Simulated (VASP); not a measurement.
The system is Be3ZnSe4.

```
Be Zn Se
1.0
     3.75462    0.03329    0.03701
    -1.84848    3.21135   -0.05818
     0.12257   -0.15177   12.30624
Be Zn Se
3 1 4
Direct
  0.64793 0.33370 0.00847
  0.65642 0.27998 0.49698
  0.99752 0.98098 0.25044
  0.00312 0.99123 0.76519
  0.61203 0.30443 0.19631
  0.69445 0.36429 0.67349
  0.01781 0.05201 0.43699
  0.03739 0.02672 0.94212
```

* Program: VASP 6.6.1
* Task: relaxation of cell and atoms
* Functional: PBE
* Potentials or basis: VASP PAW PBE potentials, release 64 (Be, Zn, Se)
* Cutoff: 600 eV
* k mesh: 6 × 6 × 1
* Occupations: gaussian, width 0.1 eV
* Spin: no spin polarisation

At the start: pressure 3.3 GPa; volume 18.64 Å³/atom.

**Question.** Where does the relaxation end?

**Answer.** Over 20 steps the energy falls by 127.3 meV/atom and the volume is 18.92 Å³/atom (+1.5 %); space group P3m1 (No. 156, to 0.05 Å).

The path:
```
step  energy change (eV)  largest force (eV/Å)  pressure (GPa)  volume (Å³)
   1              0.0000                3.1071            3.28       149.10
   2             -0.7853                0.8208           -2.23       157.42
   3             -0.7860                0.8225           -2.11       157.09
   4             -0.9355                0.6716           -0.26       152.30
   5             -0.9541                0.5718            0.81       150.02
   6             -0.9999                0.1882            0.26       150.85
   7             -1.0027                0.1514            0.12       151.10
   8             -1.0094                0.1079           -0.10       151.50
   9             -1.0104                0.0862           -0.19       151.71
  10             -1.0123                0.0696            0.04       151.19
  11             -1.0126                0.0777            0.13       150.97
  12             -1.0142                0.0679            0.06       151.14
  13             -1.0155                0.0826           -0.11       151.48
  14             -1.0166                0.0579            0.02       151.21
  15             -1.0169                0.0432            0.11       151.05
  16             -1.0176                0.0326           -0.04       151.35
  17             -1.0176                0.0347           -0.10       151.44
  18             -1.0180                0.0342            0.05       151.21
  19             -1.0180                0.0346            0.04       151.19
  20             -1.0182                0.0140           -0.03       151.33
```

Final structure:
```yaml
crystal:
  lattice:
    - [3.75185, -0.00081, -0.00066]
    - [-1.87680, 3.24846, 0.00053]
    - [-0.00473, 0.00458, 12.41789]
  atoms:
    - { symbol: Be, position: [0.66475, 0.33288, 0.01259] }
    - { symbol: Be, position: [0.66525, 0.33146, 0.49243] }
    - { symbol: Be, position: [0.00043, 0.00057, 0.25332] }
    - { symbol: Zn, position: [0.00321, 0.00176, 0.75607] }
    - { symbol: Se, position: [0.66683, 0.33376, 0.19415] }
    - { symbol: Se, position: [0.66965, 0.33486, 0.67280] }
    - { symbol: Se, position: [0.99837, 0.99831, 0.43428] }
    - { symbol: Se, position: [0.99817, 0.99973, 0.95436] }
```

Caveat: the k points lie up to 0.51 Å⁻¹ apart in the final cell.
